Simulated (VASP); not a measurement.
A run of VASP 6.6.1 is set up as follows.

File POSCAR:

```
Cu
1.0
    2.5516763204      0.0000000000      0.0000000000
   -1.2758381602      2.2098241272      0.0000000000
    0.0000000000      0.0000000000      8.3301026007
Cu
4
Direct
    0.0000000000      0.0000000000      0.0000000000
    0.3333333333      0.6666666667      0.2500000000
    0.0000000000      0.0000000000      0.5000000000
    0.6666666667      0.3333333333      0.7500000000
```

INCAR.step1

```
PREC = Accurate
ENCUT = 520
ISMEAR = 1
SIGMA = 0.05
LREAL = False
LASPH = True
NELM = 100
NBANDS = 30
GGA = PE
ALGO = Normal
EDIFF = 1E-4
LWAVE = True
LCHARG = False
```

Contents of INCAR.step2:

```
PREC = Accurate
ENCUT = 520
EDIFF = 1E-6
ISMEAR = 1
SIGMA = 0.05
LREAL = False
LASPH = True
NELM = 100
ALGO = Normal
ISIF = 2
LWAVE = False
LCHARG = False
METAGGA = R2SCAN
LMIXTAU = True
NBANDS = 30
ISTART = 1
```

Contents of KPOINTS:

```
Automatic mesh
0
Gamma
  10 10 3
```

Potentials or basis: VASP PAW PBE potentials, release 64 (Cu).

Launch:

```sh
$ cat potpaw_PBE.64/Cu/POTCAR > POTCAR
$ cp INCAR.step1 INCAR
$ mpirun -np 1 vasp_std > vasp.out
$ cp INCAR.step2 INCAR
$ mpirun -np 1 vasp_std > vasp.out
```

Question: Predict the pressure.

Answer: -3.1 GPa.

Question: Predict the band gap on the k mesh.

Answer: Zero (bands 22 and 23 overlap by 4.99 eV).

Stress tensor (GPa, compression positive):
```
-2.75  0.00  0.00
 0.00 -2.75  0.00
 0.00  0.00 -3.77
```

Caveat: the cell stands under tension; the PAW data sets were made with another functional, which shifts forces and pressure a little.
